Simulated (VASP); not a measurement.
Input of a VASP 6.6.1 run:

Contents of INCAR:

```
SYSTEM = HfN
PREC = Accurate
ENCUT = 520
EDIFF = 1E-7
ISMEAR = -1
SIGMA = 0.05
LREAL = .False.
LASPH = .True.
NELM = 60
ALGO = Normal
ISIF = 2
LWAVE = .False.
LCHARG = .True.
LELF = .True.
LVHAR = .True.
NBANDS = 23
```

The input KPOINTS:

```
regular mesh
0
Gamma
  8 8 4
  0 0 0
```

File POSCAR:

```
HfN
1.0
    3.1886597933      0.0000000000      0.0000000000
   -1.5943298966      2.7614604449      0.0000000000
    0.0000000000      0.0000000000      5.5114031207
Hf N
2 2
Direct
    0.6666666667      0.3333333333      0.7500000000
    0.3333333333      0.6666666667      0.2500000000
    0.0000000000      0.0000000000      0.0000000000
    0.0000000000      0.0000000000      0.5000000000
```

Potentials or basis: VASP PAW LDA potentials, release 64 (Hf_pv, N).

Launch:

```bash
$ cat potpaw_LDA.64/Hf_pv/POTCAR potpaw_LDA.64/N/POTCAR > POTCAR
$ mpirun -np 1 vasp_std > vasp.out
```

Task: Predict the band gap on the k mesh.

Result: Zero (band 15 reaches 9.00 eV, above the bottom of band 16 at 6.88 eV).

Task: Predict the pressure.

Result: -21.8 GPa.

Stress tensor (GPa, compression positive):
```
-21.69   0.00   0.00
  0.00 -21.69   0.00
  0.00   0.00 -21.98
```

Caveat: spin-orbit coupling is left out, which moves the levels of the heavy elements.
